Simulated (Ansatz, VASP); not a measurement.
## Si: VASP beside Ansatz

Contents of INCAR:

```
SYSTEM = Si
ALGO = Normal
DIPOL = 0.5 0.5 0.500
EDIFF = 1E-7
ENCUT = 520
GGA = CA
IDIPOL = 3
ISIF = 2
ISMEAR = 0
LASPH = .True.
LCHARG = .True.
LDIPOL = .True.
LELF = .True.
LREAL = .False.
LVACPOTAV = .True.
LVHAR = .True.
LWAVE = .False.
NBANDS = 11
NELM = 100
PREC = Accurate
SIGMA = 0.1
```

The input KPOINTS:

```
k-points
0
Gamma
  15 15 1
  0 0 0
```

File POSCAR:

```
Si
1.0
    4.0150000000      0.0000000000      0.0000000000
   -2.0075000000      3.4770919962      0.0000000000
    0.0000000000      0.0000000000     28.0000000000
Si
2
Direct
    0.3333333333      0.6666666667      0.5178571429
    0.6666666667      0.3333333333      0.4821428571
```

Input for Ansatz:

```yaml
crystal:
  lattice:
    - [4.015, 0.0, 0.0]
    - [-2.0075, 3.4770919962, 0.0]
    - [0.0, 0.0, 28.0]
  atoms:
    - { symbol: Si, position: [0.3333333333, 0.6666666667, 0.5178571429] }
    - { symbol: Si, position: [0.6666666667, 0.3333333333, 0.4821428571] }
  periodic: [true, true, false]
basis:
  ecutwfc: 420
kpoints:
  mp_grid: { grid: [15, 15, 1] }
hamiltonian:
  xc: lda
  pseudopotentials: { kind: paw, azcp: { folder: soft_1 } }
scf:
  occupations: { method: gaussian, width: 0.1 }
output:
  forces: true
  stress: true
  eigenvalues: true
```

Alike in both runs: task single point; functional LDA; k mesh 15 × 15 × 1; occupations gaussian, width 0.1 eV; no spin polarisation.

```csv
,VASP,Ansatz
version,VASP 6.6.1,Ansatz 0.2.0
potentials or method,"VASP PAW LDA potentials, release 64 (Si), cutoff 520 eV","scalar-relativistic, plane waves, PAW"
valence electrons in the cell,8,8
```

|  | VASP | Ansatz | Ansatz less VASP |
| --- | --- | --- | --- |
| gap on the k mesh at the Fermi level (eV) | none | none | - |
| rms of the force components (eV/Å) | 1.384 | 1.384 | -0.0001 |
| work function, face that differs most (eV) | 4.65 | 4.64 | -0.010 |

Ansatz warns that its potentials were made for another functional, while VASP's fit it. LDA's correlation is that of Perdew and Zunger in VASP and of Perdew and Wang (1992) in Ansatz. Atom by atom the forces differ by 0.000 eV/Å (rms over components). A gap of «none» marks a metal or a gap that the smearing closes.
